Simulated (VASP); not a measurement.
Runs of VASP 6.6.1 on K3SbI. The structure is that of space group Pm-3m (No. 221), or close to it. The cells are those of the table. The cell was generated, and may not be a known phase.

| task | cell | k mesh | cutoff (eV) | gap on the mesh (eV) | pressure (GPa) | relaxed volume (Å³/atom) |
| --- | --- | --- | --- | --- | --- | --- |
| relaxation of cell and atoms | relaxed from a = 6.445 Å, 5 atoms | 6 × 6 × 6 | 600 | none | 0.0 | 54.10 |
| single point | a = 6.445 Å, 5 atoms | 4 × 4 × 4 | 520 | none | (a) | - |
| relaxation of cell and atoms | relaxed from a = 5.377 Å, 5 atoms | 4 × 4 × 4 | 600 | none | 0.0 | 54.07 |
| single point | a = 6.461 Å, 5 atoms | 6 × 6 × 6 | 520 | none | 0.0 | - |

Alike in all rows: level PBE; potentials or basis VASP PAW PBE potentials, release 64 (K_sv, Sb, I); no spin polarisation; smearing gaussian 0.1 eV.

Question: Estimate the missing entries.

Answer: (a) 0.1.

Caveats: spin-orbit coupling is left out, which moves the levels of the heavy elements; an odd number of electrons without spin polarisation forces a metal; a magnetic or distorted state may lie lower; the volume moved by over 15 % at a fixed basis, so the end points are rough (at least some runs).

A k mesh can miss the band edges, and the runs leave out spin-orbit coupling on I, Sb.

A gap of «none» marks levels without a gap at the run's occupations.
